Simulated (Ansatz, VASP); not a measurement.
# MnSb in VASP and in Ansatz

Contents of INCAR:

```
SYSTEM = MnSb
PREC     = Accurate       ! precision mode
ENCUT    = 520            ! plane-wave cutoff, eV
EDIFF    = 1E-7           ! SCF threshold, eV
ISMEAR   = -1             ! smearing method
SIGMA    = 0.05           ! smearing width, eV
LREAL    = .False.        ! projectors in reciprocal space
LASPH    = .True.         ! aspherical terms in the spheres
NELM     = 150            ! most SCF steps
ALGO     = Normal         ! electronic algorithm
ISIF     = 2              ! what is computed and relaxed
LWAVE    = .False.        ! write WAVECAR
LCHARG   = .False.        ! write CHGCAR
ISPIN    = 2              ! spin polarisation
MAGMOM   = 0 0 4 4        ! initial moments
LORBIT   = 11             ! projections on sites
LMAXMIX  = 4              ! l up to which the mixer works
GGA      = PS             ! functional
NBANDS   = 30             ! bands
```

The input KPOINTS:

```
regular mesh
0
Gamma
  7 7 5
  0 0 0
```

File POSCAR:

```
MnSb
1.0
    4.1500000000      0.0000000000      0.0000000000
   -2.0750000000      3.5940054257      0.0000000000
    0.0000000000      0.0000000000      5.7800000000
Sb Mn
2 2
Direct
    0.6666666667      0.3333333333      0.7500000000
    0.3333333333      0.6666666667      0.2500000000
    0.0000000000      0.0000000000      0.5000000000
    0.0000000000      0.0000000000      0.0000000000
```

input.yaml

```yaml
crystal:
  lattice:
    - [4.15, 0.0, 0.0]
    - [-2.075, 3.5940054257, 0.0]
    - [0.0, 0.0, 5.78]
  atoms:
    - { symbol: Sb, position: [0.6666666667, 0.3333333333, 0.75] }
    - { symbol: Sb, position: [0.3333333333, 0.6666666667, 0.25] }
    - { symbol: Mn, position: [0.0, 0.0, 0.5], spin: 4.0 }
    - { symbol: Mn, position: [0.0, 0.0, 0.0], spin: 4.0 }
kpoints:
  mp_grid: { grid: [7, 7, 5] }
scf:
  occupations: { method: fermi_dirac, width: 0.05 }
hamiltonian:
  xc: pbesol
  pseudopotentials: { kind: all_electron, lapw: { basis_error: 0.001 } }
magnetization:
  spin_polarized: true
output:
  forces: true
  stress: true
  eigenvalues: true
  populations: true
```

Alike in both runs: task single point; functional PBEsol; k mesh 7 × 7 × 5; occupations fermi-dirac, width 0.05 eV; collinear spin.

|  | VASP | Ansatz |
| --- | --- | --- |
| version | VASP 6.6.1 | Ansatz 0.2.0 |
| potentials or method | VASP PAW PBE potentials, release 64 (Sb, Mn_pv), cutoff 520 eV | all-electron LAPW, scalar-relativistic |

Ansatz gave:

- gap on the k mesh at the Fermi level (eV): none
- pressure (GPa): -7.1
- traceless stress, the component that is largest in VASP (GPa): -0.74
- net moment per atom (μB): 1.67
- size of the moment on the site where the two differ most (μB): 3.48

Question: What did VASP give for the same quantities?

Answer: gap on the k mesh at the Fermi level (eV): none; pressure (GPa): -7.1; traceless stress, the component that is largest in VASP (GPa): -0.75; net moment per atom (μB): 1.67; size of the moment on the site where the two differ most (μB): 3.38.

VASP's potentials were made for PBE, not for PBEsol. Site moments also hang on the region over which each program counts them. A gap of «none» marks a metal or a gap that the smearing closes. Ansatz ran all-electron here, and VASP with PAW potentials.

Spin-orbit coupling is off throughout.
